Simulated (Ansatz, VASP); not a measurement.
# SiNi in VASP and in Ansatz

The input INCAR:

```
SYSTEM = SiNi
PREC = Accurate ; ENCUT = 520
EDIFF = 1E-7 ; ISMEAR = -1
SIGMA = 0.1 ; LREAL = .False.
LASPH = .True. ; NELM = 100
ALGO = Normal ; ISIF = 2
LWAVE = .False. ; LCHARG = .False.
GGA = PE ; NBANDS = 22
```

KPOINTS

```
Automatic mesh
0
Gamma
  11 11 6
  0 0 0
```

Contents of POSCAR:

```
SiNi
1.0
    3.4337784395      0.0000000000      0.0000000000
   -1.7168892198      2.9737393595      0.0000000000
    0.0000000000      0.0000000000      4.7388246230
Ni Si
2 2
Direct
    0.0000000000      0.0000000000      0.0000000000
    0.0000000000      0.0000000000      0.5000000000
    0.3333333333      0.6666666667      0.2500000000
    0.6666666667      0.3333333333      0.7500000000
```

Input for Ansatz:

```yaml
crystal:
  lattice:
    - [3.4337784395, 0.0, 0.0]
    - [-1.7168892198, 2.9737393595, 0.0]
    - [0.0, 0.0, 4.738824623]
  atoms:
    - { symbol: Ni, position: [0.0, 0.0, 0.0] }
    - { symbol: Ni, position: [0.0, 0.0, 0.5] }
    - { symbol: Si, position: [0.3333333333, 0.6666666667, 0.25] }
    - { symbol: Si, position: [0.6666666667, 0.3333333333, 0.75] }
kpoints:
  mp_grid: { grid: [11, 11, 6] }
  band_path:
    path:
      - [0.0, 0.0, 0.0]
      - [0.5, 0.0, 0.0]
      - [0.3333333333, 0.3333333333, 0.0]
      - [0.0, 0.0, 0.0]
      - [0.0, 0.0, 0.5]
      - [0.5, 0.0, 0.5]
      - [0.3333333333, 0.3333333333, 0.5]
      - [0.0, 0.0, 0.5]
      - [0.5, 0.0, 0.5]
    npoints: 8
scf:
  occupations: { method: fermi_dirac, width: 0.1 }
hamiltonian:
  xc: pbe
  pseudopotentials: { kind: paw }
output:
  forces: true
  stress: true
  eigenvalues: true
  populations: true
  dos: { projected: true, de: 0.2, e_range: [-14, 8] }
```

Change from the starting cell: volume scaled by 0.94, PAW files.

Alike in both runs: task single point; functional PBE; k mesh 11 × 11 × 6; occupations fermi-dirac, width 0.1 eV; no spin polarisation.

|  | VASP | Ansatz |
| --- | --- | --- |
| version | VASP 6.6.1 | Ansatz 0.2.0 |
| potentials or method | VASP PAW PBE potentials, release 64 (Ni, Si) | PAW with Ansatz's default frozen-core files, scalar-relativistic |
| plane-wave cutoff (eV) | 520 | 420 |
| valence electrons in the cell | 28 | 44 |

|  | VASP | Ansatz | Ansatz less VASP |
| --- | --- | --- | --- |
| pressure (GPa) | 11.5 | 11.7 | +0.15 |
| traceless stress, the component that is largest in VASP (GPa) | 0.18 | 0.01 | -0.171 |

VASP's potentials hold 28 valence electrons a cell and Ansatz's 44, so a difference there can come from the potentials and not from the codes.
